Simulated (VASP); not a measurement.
# Mg3SnO4 (P1) in VASP: relaxation of cell and atoms with PBE

Aim: the relaxation of cell and atoms of Mg3SnO4 with PBE.

Everything below comes from runs of VASP 6.6.1. Logs are shortened: lines on timing, memory, paths and dates and some standing lists are left out, and cuts for length are marked.

## (1) The cell of the first run

The typed cell holds 16 atoms: a = 3.081 Å, b = 3.132 Å, c = 19.552 Å, α = 89.09°, β = 90.85°, γ = 87.05°.

## (2) Relaxation of cell and atoms, PBE

Contents of INCAR:

```
SYSTEM = Mg3SnO4
  ALGO = Normal
  EDIFF = 1E-6
  EDIFFG = -0.025
  ENCUT = 600
  GGA = PE
  IBRION = 2
  ISIF = 3
  ISMEAR = 0
  LASPH = .TRUE.
  LCHARG = .FALSE.
  LREAL = Auto
  LWAVE = .FALSE.
  NELM = 100
  NSW = 80
  PREC = Accurate
  SIGMA = 0.1
```

Contents of KPOINTS:

```
k-points
0
G
  4 4 1
  0 0 0
```

Contents of POSCAR:

```
Mg3SnO4
1.0
    3.0802410375      0.0799980009     -0.0233668637
    0.0799980009      3.1309690244      0.0251262984
   -0.1450121263      0.1559309796     19.5509980666
Mg Sn O
6 2 8
Direct
    0.4937789173     -0.0160049333      0.1608568494
    0.5001844028     -0.0001763389      0.7337801742
    0.5132035799      0.0089728161      0.9469851937
    1.0108231835      0.4883169041      0.8390807670
   -0.0260100777      0.5245002157      0.2722867474
    1.0020220652      0.5033831927      0.0564606507
    0.5017166093     -0.0055753385      0.4097499225
   -0.0125261865      0.5038782973      0.5866150578
    0.4916446535      0.0102910800      0.0499255396
    0.5316848517      0.0169502992      0.2717297485
    0.4774143776     -0.0122688065      0.6216235136
    0.5151369648      0.0025492815      0.8387255223
    1.0083775699      0.5017287794      0.9460312352
    0.0022665615      0.4785616166      0.3735976442
   -0.0045044898      0.5054580617      0.1612132389
   -0.0052129832      0.4894348728      0.7313381950
```

Potentials or basis: VASP PAW PBE potentials, release 64 (Mg, Sn_d, O).

Command:

```
$ cat potpaw_PBE.64/Mg/POTCAR potpaw_PBE.64/Sn_d/POTCAR potpaw_PBE.64/O/POTCAR > POTCAR
$ mpirun -np 1 vasp_std > vasp.out
```

OUTCAR:

```text
SYSTEM = Mg3SnO4
   EDIFF = 1E-6
   EDIFFG = -0.025
   ENCUT = 600
   GGA = PE
   IBRION = 2
   ISIF = 3
   ISMEAR = 0
   LASPH = .TRUE.
   LREAL = Auto
   NELM = 100
   NSW = 80
   PREC = Accurate

 ion  position               nearest neighbor table
   1  0.494  0.984  0.161-  15 2.10   9 2.17  10 2.17  15 2.18  15 2.20  15 2.31   5 2.93   6 2.94
                             6 2.97   6 2.99   6 3.08   5 3.10   5 3.18   5 3.18
   2  0.500  1.000  0.734-  12 2.05  16 2.13  16 2.15  11 2.19  16 2.22  16 2.29   4 2.97   4 2.97
                             4 3.05   4 3.05   8 3.57   8 3.60   8 3.64   8 3.67
   3  0.513  0.009  0.947-   9 2.01  12 2.12  13 2.13  13 2.15  13 2.23  13 2.28   4 2.94   6 2.98
                             4 3.05   4 3.07   6 3.07   6 3.08   4 3.13   6 3.13
   4  0.011  0.488  0.839-  13 2.09  16 2.11  12 2.12  12 2.16  12 2.21  12 2.29   3 2.94   2 2.97
                             2 2.97   3 3.05   2 3.05   2 3.05   3 3.07   3 3.13
   5  0.974  0.525  0.272-  14 1.98  10 2.00  10 2.15  15 2.18  10 2.28  10 2.37   1 2.93   1 3.10
                             1 3.18   1 3.18   7 3.40   7 3.48   7 3.50   7 3.51
   6  0.002  0.503  0.056-  15 2.05   9 2.11  13 2.16   9 2.18   9 2.25   9 2.26   1 2.94   1 2.97
                             3 2.98   1 2.99   3 3.07   3 3.08   1 3.08   3 3.13
   7  0.502  0.994  0.410-  14 2.20  14 2.30  14 2.33  14 2.40  10 2.70   5 3.40   5 3.48   5 3.50
                             5 3.51
   8  0.987  0.504  0.587-  11 2.25  11 2.25  11 2.30  11 2.41  16 2.83   2 3.57   2 3.60   2 3.64
                             2 3.67
   9  0.492  0.010  0.050-   3 2.01   6 2.11   1 2.17   6 2.18   6 2.25   6 2.26
  10  0.532  0.017  0.272-   5 2.00   5 2.15   1 2.17   5 2.28   5 2.37   7 2.70
  11  0.477  0.988  0.622-   2 2.19   8 2.25   8 2.25   8 2.30   8 2.41
  12  0.515  0.003  0.839-   2 2.05   3 2.12   4 2.12   4 2.16   4 2.21   4 2.29
  13  0.008  0.502  0.946-   4 2.09   3 2.13   3 2.15   6 2.16   3 2.23   3 2.28
  14  0.002  0.479  0.374-   5 1.98   7 2.20   7 2.30   7 2.33   7 2.40
  15  0.995  0.505  0.161-   6 2.05   1 2.10   5 2.18   1 2.18   1 2.20   1 2.31
  16  0.995  0.489  0.731-   4 2.11   2 2.13   2 2.15   2 2.22   2 2.29   8 2.83

  LATTYP: Found a triclinic cell.
 ALAT       =     3.0813682902
 B/A-ratio  =     6.6811685045
 C/A-ratio  =     1.0164613072
 COS(alpha) =     0.0003836170
 COS(beta)  =     0.0514237582
 COS(gamma) =     0.3133950494

  Lattice vectors:

 A1 = (   3.0802410375,   0.0799980009,  -0.0233668637)
 A2 = (   6.3054942013,   0.0040650222, -19.5977317940)
 A3 = (   0.0799980009,   3.1309690244,   0.0251262984)

Analysis of symmetry for initial positions (statically):
=====================================================================
 Subroutine PRICEL returns:
 Original cell was already a primitive cell.

 Routine SETGRP: Setting up the symmetry group for a
 triclinic supercell.

 Subroutine GETGRP returns: Found  1 space group operations
 (whereof  1 operations were pure point group operations)
 out of a pool of  2 trial point group operations.

The static configuration has the point symmetry C_1 .

Analysis of symmetry for dynamics (positions and initial velocities):
=====================================================================
 Subroutine PRICEL returns:
 Original cell was already a primitive cell.

 Routine SETGRP: Setting up the symmetry group for a
 triclinic supercell.

 Subroutine GETGRP returns: Found  1 space group operations
 (whereof  1 operations were pure point group operations)
 out of a pool of  2 trial point group operations.

The dynamic configuration has the point symmetry C_1 .

 Subroutine INISYM returns: Found  1 space group operations
 (whereof  1 operations are pure point group operations),
 and found     1 'primitive' translations

----------------------------------------------------------------------------------------

                                     Primitive cell

  volume of cell :     188.4042

  direct lattice vectors                    reciprocal lattice vectors
     3.080241038  0.079998001 -0.023366864     0.324884805 -0.008320858  0.002476074
     0.079998001  3.130969024  0.025126298    -0.008320858  0.319623492 -0.002610907
    -0.145012126  0.155930980 19.550998067     0.000398988 -0.000420714  0.051154599

  length of vectors
     3.081368290  3.132091640 19.552157640     0.325000776  0.319742444  0.051157885

  position of ions in fractional coordinates (direct lattice)
     0.493778917  0.983995067  0.160856849
     0.500184403  0.999823661  0.733780174
     0.513203580  0.008972816  0.946985194
     0.010823184  0.488316904  0.839080767
     0.973989922  0.524500216  0.272286747
     0.002022065  0.503383193  0.056460651
[... 8 lines left out ...]
     0.995495510  0.505458062  0.161213239
     0.994787017  0.489434873  0.731338195

  ion indices of the primitive-cell ions
   primitive index   ion index
                 1           1
                 2           2
                 3           3
                 4           4
                 5           5
                 6           6
[... 8 lines left out ...]
                15          15
                16          16

----------------------------------------------------------------------------------------

 KPOINTS: k-points

Automatic generation of k-mesh.
 Grid dimensions read from file:
 generate k-points for:    4    4    1

 Generating k-lattice:

  Cartesian coordinates                     Fractional coordinates (reciprocal lattice)
     0.081221201 -0.002080215  0.000619018     0.250000000 -0.000000000  0.000000000
    -0.002080215  0.079905873 -0.000652727     0.000000000  0.250000000  0.000000000
     0.000398988 -0.000420714  0.051154599     0.000000000 -0.000000000  1.000000000

  Length of vectors
     0.081250194  0.079935611  0.051157885

  Shift w.r.t. Gamma in fractional coordinates (k-lattice)
     0.000000000  0.000000000  0.000000000

 Subroutine IBZKPT returns following result:
 ===========================================

 Found     10 irreducible k-points:

 Following reciprocal coordinates:
            Coordinates               Weight
  0.000000  0.000000  0.000000      1.000000
  0.250000 -0.000000  0.000000      2.000000
  0.500000 -0.000000  0.000000      1.000000
  0.000000  0.250000 -0.000000      2.000000
  0.250000  0.250000  0.000000      2.000000
  0.500000  0.250000  0.000000      2.000000
 -0.250000  0.250000 -0.000000      2.000000
  0.000000  0.500000 -0.000000      1.000000
  0.250000  0.500000  0.000000      2.000000
  0.500000  0.500000  0.000000      1.000000
   k-points           NKPTS =     10   k-points in BZ     NKDIM =     10   number of bands    NBANDS=     53
   number of dos      NEDOS =    301   number of ions     NIONS =     16
   total plane-waves  NPLWV = 125440
   dimension x,y,z NGX =    28 NGY =   28 NGZ =  160
   dimension x,y,z NGXF=    56 NGYF=   56 NGZF=  320
   ions per type =               6   2   8
   NGX,Y,Z   is equivalent  to a cutoff of  15.11, 14.86, 13.60 a.u.
   NGXF,Y,Z  is equivalent  to a cutoff of  30.21, 29.72, 27.21 a.u.
 SYSTEM =  Mg3SnO4
   PREC   = accura    normal or accurate (medium, high low for compatibility)
   ISTART =      0    job   : 0-new  1-cont  2-samecut
   ICHARG =      2    charge: 1-file 2-atom 10-const
   ISPIN  =      1    spin polarized calculation?
   LNONCOLLINEAR =      F non collinear calculations
   LSORBIT =      F    spin-orbit coupling
   LASPH  =      T    aspherical Exc in radial PAW
   ENCUT  =  600.0 eV  44.10 Ry    6.64 a.u.   6.15  6.26 39.05*2*pi/ulx,y,z
   NELM   =    100;   NELMIN=  2; NELMDL= -5     # of ELM steps
   EDIFF  = 0.1E-05   stopping-criterion for ELM
   LREAL  =      T    real-space projection
   EDIFFG = -.3E-01   stopping-criterion for IOM
   NSW    =     80    number of steps for IOM
   IBRION =      2    ionic relax: 0-MD 1-quasi-New 2-CG
   NFREE  =      1    steps in history (QN), initial steepest desc. (CG)
   ISIF   =      3    stress and relaxation
   ISYM   =      2    0-nonsym 1-usesym 2-fastsym
   POTIM  = 0.5000    time-step for ionic-motion
   TEBEG  =    0.0;   TEEND  =   0.0 temperature during run
   PSTRESS=    0.0 pullay stress
   NELECT =      88.0000    total number of electrons
   NUPDOWN=      -1.0000    fix difference up-down
   EMIN   =  10.00;   EMAX   =-10.00  energy-range for DOS
   EFERMI =   0.00;   METHOD = LEGACY
   ISMEAR =     0;   SIGMA  =   0.10  broadening in eV -4-tet -1-fermi 0-gaus
   EFERMI_NEDOS =   21; number of points for ismear=-14 and -15
   IALGO  =     38    algorithm
   IMIX   =      4    mixing-type and parameters
     AMIX     =   0.40;   BMIX     =  1.00
     AMIX_MAG =   1.60;   BMIX_MAG =  1.00
  volume/ion in A,a.u.               =      11.78        79.46
  Fermi-wavevector in a.u.,A,eV,Ry     =   1.270200  2.400331 21.951760  1.613409
  Thomas-Fermi vector in A             =   2.403200
   LORBIT       =      0    0 simple, 1 ext, 2 COOP (PROOUT), +10 PAW based schemes
   GGA     = PE    functional components
   LHFCALC =     F    Hartree Fock is set to
   AEXX    =    0.0000 exact exchange contribution
   IVDW    =     0    specifies the selected vdW correction
   LEPSILON=     F    determine dielectric tensor
   LRPA    =     F    only Hartree local field effects (RPA)
 conjugate gradient relaxation of ions
 non-spin polarized calculation
 Gauss-broadening in eV      SIGMA  =   0.10
  energy-cutoff  :      600.00
  volume of cell :      188.40
 maximum number of plane-waves:      6300
 NGX is ok and might be reduce to    28
   NGX = 13   NGY = 13   NGZ = 79

--------------------------------------- Ionic step        1  -------------------------------------------

 number of electron      87.9999997 magnetization

 Free energy of the ion-electron system (eV)
  ---------------------------------------------------
  ext. energy  EPLUGINS =         0.00000000
  ---------------------------------------------------
  free energy    TOTEN  =       -91.85800458 eV

  energy without entropy =      -91.85800458  energy(sigma->0) =      -91.85800458

------------------------ aborting loop because EDIFF is reached ----------------------------------------

  FORCE on cell =-STRESS in cart. coord.  units (eV):
  Direction    XX          YY          ZZ          XY          YZ          ZX
  --------------------------------------------------------------------------------------
  -------------------------------------------------------------------------------------
  Total        1.0068988     -2.9628369     -3.3074771     -3.3623400     -2.0376553      1.5888673
  in kB        8.5626046    -25.1957808    -28.1265793    -28.5931307    -17.3280941     13.5116288
  external PRESSURE =     -14.9199185 kB  Pullay stress =       0.0000000 kB
[... 131 lines left out ...]
  FREE ENERGIE OF THE ION-ELECTRON SYSTEM (eV)
  ---------------------------------------------------
  free  energy   TOTEN  =       -92.2197060764 eV

  energy  without entropy=      -92.2197060764  energy(sigma->0) =      -92.21970608

[... ionic steps 4 to 16 ...]

--------------------------------------- Ionic step       17  -------------------------------------------

 number of electron      88.0000001 magnetization

------------------------ aborting loop because EDIFF is reached ----------------------------------------
[... 95 lines left out ...]
--------------------------------------- Ionic step       19  -------------------------------------------

 number of electron      88.0000000 magnetization

 Free energy of the ion-electron system (eV)
  ---------------------------------------------------
  ext. energy  EPLUGINS =         0.00000000
  ---------------------------------------------------
  free energy    TOTEN  =       -92.32726865 eV

  energy without entropy =      -92.32726865  energy(sigma->0) =      -92.32726865

 E-fermi :   5.2686     XC(G=0): -10.7673

 val. band max:        4.8071490836   @ k =   0.2500   0.2500   0.0000
 cond. band min:       5.9053678950   @ k =   0.0000   0.0000   0.0000
 fundamental gap:      1.0982188114
 Fermi energy:         5.2686300664

 k-point     1 :       0.0000    0.0000    0.0000
  band No.  band energies     occupation
      1     -16.3119      2.00000
      2     -16.3075      2.00000
      3     -16.2638      2.00000
      4     -16.2598      2.00000
      5     -15.9521      2.00000
      6     -15.9518      2.00000
[... 592 lines left out ...]
  FREE ENERGIE OF THE ION-ELECTRON SYSTEM (eV)
  ---------------------------------------------------
  free  energy   TOTEN  =       -92.3272686505 eV

  energy  without entropy=      -92.3272686505  energy(sigma->0) =      -92.32726865

 reached required accuracy - stopping structural energy minimisation
```

Run time: 18 min. Hardware: 1 thread of AMD EPYC 9R45 (Zen 5), shared host; peak memory 0.39 GiB.

What came out:

```
Free energy                           : -92.3273 eV
Relaxed volume                        : 11.52 Å³/atom
Relaxed cell                          : a = 3.098 Å, b = 3.098 Å, c = 19.195 Å, α = 90.02°, β = 90.06°, γ = 90.05°
Space group after relaxing (to 0.1 Å) : P4/nmm (No. 129)
Energy gained by relaxing             : 29.3 meV/atom
Ionic steps                           : 19
Pressure after relaxing               : 0.0 GPa
Largest force after relaxing          : 0.024 eV/Å
Band gap on the k mesh                : 1.10 eV (least direct gap 1.61 eV)
```

Forces in eV/Å, atoms in the order of the input:
```
Mg  -0.001  0.008 -0.008
Mg   0.004  0.002  0.005
Mg  -0.003 -0.004  0.017
Mg   0.006  0.007  0.019
Mg   0.005  0.006 -0.002
Mg  -0.007 -0.008  0.001
Sn  -0.003  0.006  0.011
Sn   0.010 -0.002 -0.015
O    0.000 -0.003 -0.011
O   -0.006 -0.016  0.005
O   -0.008  0.002 -0.006
O   -0.002  0.002 -0.021
O    0.003 -0.003 -0.013
O    0.010  0.001  0.003
O   -0.010 -0.002  0.021
O    0.002  0.004 -0.007
```

Step by step:
```csv
step,energy change (eV),largest force (eV/Å),pressure (GPa),volume (Å³)
1,0.0000,1.5233,-1.49,188.40
2,-0.3314,0.5812,-0.52,185.39
3,-0.3617,0.6481,0.11,184.15
4,-0.4255,0.2908,0.16,183.69
5,-0.4261,0.2878,0.19,183.63
6,-0.4503,0.1860,0.02,183.92
7,-0.4562,0.1887,-0.09,184.15
8,-0.4620,0.1020,0.11,184.02
9,-0.4620,0.1342,0.14,184.00
10,-0.4652,0.0642,-0.01,184.29
11,-0.4656,0.0890,-0.09,184.41
12,-0.4673,0.0454,-0.02,184.35
13,-0.4674,0.0429,0.00,184.33
14,-0.4683,0.0475,0.01,184.29
15,-0.4684,0.0605,0.00,184.27
16,-0.4690,0.0367,0.00,184.25
17,-0.4690,0.0421,0.01,184.24
18,-0.4692,0.0318,-0.05,184.27
19,-0.4693,0.0236,-0.04,184.26
```

Final structure:
```cif
data_structure
_symmetry_space_group_name_H-M 'P 1'
_symmetry_Int_Tables_number 1
_cell_length_a 3.0982
_cell_length_b 3.0985
_cell_length_c 19.1946
_cell_angle_alpha 90.024
_cell_angle_beta 90.065
_cell_angle_gamma 90.046
_cell_volume 184.26
loop_
_atom_site_label
_atom_site_type_symbol
_atom_site_fract_x
_atom_site_fract_y
_atom_site_fract_z
_atom_site_occupancy
Mg1 Mg 0.50224 0.00065 0.16285 1
Mg2 Mg 0.49724 0.99832 0.72996 1
Mg3 Mg 0.50032 0.00033 0.94586 1
Mg4 Mg 0.99839 0.49871 0.83711 1
Mg5 Mg 0.00219 0.50092 0.27002 1
Mg6 Mg 0.00180 0.50127 0.05412 1
Sn1 Sn 0.50256 0.99965 0.41065 1
Sn2 Sn 0.99332 0.49884 0.58925 1
O1 O 0.50138 0.00098 0.05432 1
O2 O 0.50246 0.00208 0.27262 1
O3 O 0.49786 0.99809 0.62569 1
O4 O 0.49881 0.99897 0.83772 1
O5 O 0.99999 0.50022 0.94579 1
O6 O 0.00121 0.50143 0.37430 1
O7 O 0.00267 0.50131 0.16231 1
O8 O 0.99757 0.49824 0.72744 1
```

Caveat: the k points lie up to 0.51 Å⁻¹ apart in the final cell; spin-orbit coupling is left out, which moves the levels of the heavy elements; an odd mesh through Γ misses points on the zone boundary, where band edges can lie.
